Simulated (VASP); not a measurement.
Here is a VASP 6.6.1 calculation.

File INCAR:

```
SYSTEM = TiAl
  ALGO = Normal
  EDIFF = 1E-6
  ENCUT = 400
  GGA = PE
  GGA_COMPAT = .False.
  ISIF = 2
  ISMEAR = 0
  IVDW = 12
  LASPH = .True.
  LCHARG = .False.
  LREAL = .False.
  LWAVE = .False.
  NBANDS = 14
  NELM = 120
  PREC = Accurate
  SIGMA = 0.1
```

File KPOINTS:

```
k-points
0
Gamma
  5 5 5
  0 0 0
```

The input POSCAR:

```
TiAl
1.0
    3.1790640000      0.0000000000      0.0000000000
    0.0000000000      3.1790640000      0.0000000000
    0.0000000000      0.0000000000      3.1790640000
Ti Al
1 1
Direct
    0.0107213947      0.0217070182     -0.0040864229
    0.4809796217      0.4614905519      0.5072493036
```

Potentials or basis: VASP PAW PBE potentials, release 64 (Ti_sv, Al).

Command:

```sh
$ cat potpaw_PBE.64/Ti_sv/POTCAR potpaw_PBE.64/Al/POTCAR > POTCAR
$ mpirun -np 1 vasp_std > vasp.out
```

(1) Estimate the pressure.

(2) Predict the largest force.

(3) Estimate the dispersion energy per atom.

Results:

(1) -2.7 GPa.

(2) 1.428 eV/Å.

(3) -0.486 eV.

Caveat: the k points lie up to 0.40 Å⁻¹ apart; pairwise dispersion overbinds metals, which lowers pressure and volume; forces of over 1 eV/Å act on the atoms, so gaps and moduli don't describe the material at rest.
